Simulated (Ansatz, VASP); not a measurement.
# Two plane-wave programs on HfO2

```
Hf O
1.0
     5.11386    0.00000    0.00490
     0.00000    5.18141    0.00000
    -0.87469    0.00000    5.37895
Hf O
4 8
Direct
  0.27474 0.45748 0.70934
  0.72526 0.95748 0.79066
  0.72526 0.54252 0.29066
  0.27474 0.04252 0.20934
  0.44938 0.74359 0.97021
  0.55062 0.24359 0.52979
  0.55062 0.25641 0.02979
  0.44938 0.75641 0.47021
  0.06410 0.31945 0.35852
  0.93590 0.81945 0.14148
  0.93590 0.68055 0.64148
  0.06410 0.18055 0.85852
```

Change from the starting cell: uniaxial_z strain +3.0%.

Alike in both runs: task single point; functional r2SCAN; k mesh 6 × 6 × 6; no spin polarisation.

|  | VASP | Ansatz |
| --- | --- | --- |
| version | VASP 6.6.1 | Ansatz 0.2.0 |
| potentials or method | VASP PAW PBE potentials, release 64 (Hf_pv, O) | plane waves, PAW |
| plane-wave cutoff (eV) | 520 | 500 |
| occupations | gaussian, width 0.01 eV | fixed |
| valence electrons in the cell | 88 | 152 |

|  | VASP | Ansatz | Ansatz less VASP |
| --- | --- | --- | --- |
| gap on the k mesh at the Fermi level (eV) | 4.64 | 4.68 | +0.044 |
| pressure (GPa) | -8.8 | -5.6 | +3.22 |
| traceless stress, the component that is largest in VASP (GPa) | -3.33 | -3.33 | -0.003 |
| rms of the force components (eV/Å) | 0.041 | 0.001 | -0.0396 |

VASP's potentials were made for PBE, not for r2SCAN. Atom by atom the forces differ by 0.042 eV/Å (rms over components). VASP's potentials hold 88 valence electrons a cell and Ansatz's 152, so a difference there can come from the potentials and not from the codes.

Spin-orbit coupling is off throughout.
